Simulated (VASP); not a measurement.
Runs of VASP 6.6.1 on K2S. The structure is that of space group Fm-3m (No. 225), or close to it. The cells are those of the table. 

```csv
task,level,potentials or basis,cell,k mesh,cutoff (eV),smearing,grid for exact exchange (PRECFOCK),share of exact exchange,screening parameter,gap on the mesh (eV),pressure (GPa),relaxed volume (Å³/atom)
relaxation of cell and atoms,PBEsol,"VASP PAW PBE potentials, release 64 (K_sv, S)","relaxed from a = 5.276 Å, angles 60.0°, 3 atoms",6 × 6 × 6,500,fermi-dirac 0.02 eV,-,-,-,(b),0.0,(a)
relaxation of cell and atoms,r2SCAN,"VASP PAW PBE potentials, release 64 (K_sv, S)","relaxed from a = 5.276 Å, angles 60.0°, 3 atoms",6 × 6 × 6,550,fermi-dirac 0.02 eV,-,-,-,2.75,0.0,33.93
single point,PBE,"VASP PAW PBE potentials, release 64 (K_sv, S)","a = 5.236 Å, angles 60.0°, 3 atoms",6 × 6 × 6,500,fermi-dirac 0.02 eV,-,-,-,2.38,0.5,-
single point,LDA,"VASP PAW LDA potentials, release 64 (K_sv, S)","a = 5.236 Å, angles 60.0°, 3 atoms",6 × 6 × 6,500,gaussian 0.01 eV,-,-,-,2.11,-1.7,-
single point,PBE,"VASP PAW PBE potentials, release 64 (K_sv, S)","a = 5.276 Å, angles 60.0°, 3 atoms",6 × 6 × 6,500,fermi-dirac 0.02 eV,-,-,-,2.32,0.0,-
relaxation of cell and atoms,LDA,"VASP PAW LDA potentials, release 64 (K_sv, S)","relaxed from a = 5.276 Å, angles 60.0°, 3 atoms",6 × 6 × 6,500,fermi-dirac 0.02 eV,-,-,-,2.31,0.0,31.09
single point,r2SCAN,"VASP PAW PBE potentials, release 64 (K_sv, S)","a = 5.236 Å, angles 60.0°, 3 atoms",6 × 6 × 6,550,gaussian 0.01 eV,-,-,-,2.76,0.0,-
single point,PBEsol,"VASP PAW PBE potentials, release 64 (K_sv, S)","a = 5.184 Å, angles 60.0°, 3 atoms",6 × 6 × 6,500,fermi-dirac 0.02 eV,-,-,-,2.35,0.1,-
relaxation of cell and atoms,PBE,"VASP PAW PBE potentials, release 64 (K_sv, S)","relaxed from a = 5.242 Å, angles 60.0°, 3 atoms",6 × 6 × 6,500,fermi-dirac 0.02 eV,-,-,-,2.32,0.0,(c)
single point,HSE06,"VASP PAW PBE potentials, release 64 (K_sv, S)","a = 5.236 Å, angles 60.0°, 3 atoms",4 × 4 × 4,400,gaussian 0.01 eV,Normal,0.25,0.2079 1/Å,3.31,0.2,-
single point,LDA,"VASP PAW LDA potentials, release 64 (K_sv, S)","a = 5.086 Å, angles 60.0°, 3 atoms",6 × 6 × 6,500,fermi-dirac 0.02 eV,-,-,-,2.31,0.1,-
single point,r2SCAN,"VASP PAW PBE potentials, release 64 (K_sv, S)","a = 5.236 Å, angles 60.0°, 3 atoms",6 × 6 × 6,550,fermi-dirac 0.02 eV,-,-,-,2.76,0.0,-
```

Alike in all rows: no spin polarisation.

Problem. Estimate the missing entries.

Solution. (a) 32.99; (b) 2.34; (c) 34.70.

Caveats: the PAW data sets were made with another functional, which shifts forces and pressure a little (at least some runs).

A k mesh can miss the band edges.
